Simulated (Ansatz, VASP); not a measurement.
## One calculation of SiC, two programs

The input INCAR:

```
PREC = Accurate
ENCUT = 520
EDIFF = 1E-6
ISMEAR = 0
SIGMA = 0.02
LREAL = F
LASPH = T
NELM = 60
ALGO = Normal
ISIF = 2
LWAVE = F
LCHARG = F
GGA = PE
NBANDS = 16
```

KPOINTS

```
regular mesh
0
Gamma
  12 12 6
```

POSCAR

```
SiC
1.0
    3.0919365178      0.0000000000      0.0000000000
   -1.5459682589      2.6776955713      0.0000000000
    0.0000000000      0.0000000000      5.1757781348
Si C
2 2
Direct
    0.3333333333      0.6666666667      0.5003980836
    0.6666666667      0.3333333333      1.0003980836
    0.3333333333      0.6666666667      0.8746019164
    0.6666666667      0.3333333333      0.3746019164
```

Input for Ansatz:

```yaml
crystal:
  lattice:
    - [3.0919365178, 0.0, 0.0]
    - [-1.5459682589, 2.6776955713, 0.0]
    - [0.0, 0.0, 5.1757781348]
  atoms:
    - { symbol: Si, position: [0.3333333333, 0.6666666667, 0.5003980836] }
    - { symbol: Si, position: [0.6666666667, 0.3333333333, 1.0003980836] }
    - { symbol: C, position: [0.3333333333, 0.6666666667, 0.8746019164] }
    - { symbol: C, position: [0.6666666667, 0.3333333333, 0.3746019164] }
basis:
  ecutwfc: 420
kpoints:
  mp_grid: { grid: [12, 12, 6] }
  band_path: { path: [VBM, CBM], npoints: 2 }
hamiltonian:
  xc: pbe
scf:
  occupations: { method: gaussian, width: 0.02 }
output:
  forces: true
  stress: true
  eigenvalues: true
checkpoint:
  read: start.run
  write: ck
  compress: false
  write_wavefunctions: false
  write_every: 100000
```

Alike in both runs: task single point; functional PBE; k mesh 12 × 12 × 6; occupations gaussian, width 0.02 eV; no spin polarisation.

|  | VASP | Ansatz |
| --- | --- | --- |
| version | VASP 6.6.1 | Ansatz 0.2.0 |
| potentials or method | VASP PAW PBE potentials, release 64 (Si, C), cutoff 520 eV | scalar-relativistic, plane waves, PAW |
| valence electrons in the cell | 16 | 16 |

|  | VASP | Ansatz | Ansatz less VASP |
| --- | --- | --- | --- |
| gap on the k mesh at the Fermi level (eV) | 2.20 | 2.21 | +0.004 |
| least direct gap on the mesh (eV) | 4.06 | 4.06 | +0.003 |
| pressure (GPa) | -4.0 | -4.0 | +0.04 |
| traceless stress, the component that is largest in VASP (GPa) | -6.20 | -6.18 | +0.024 |
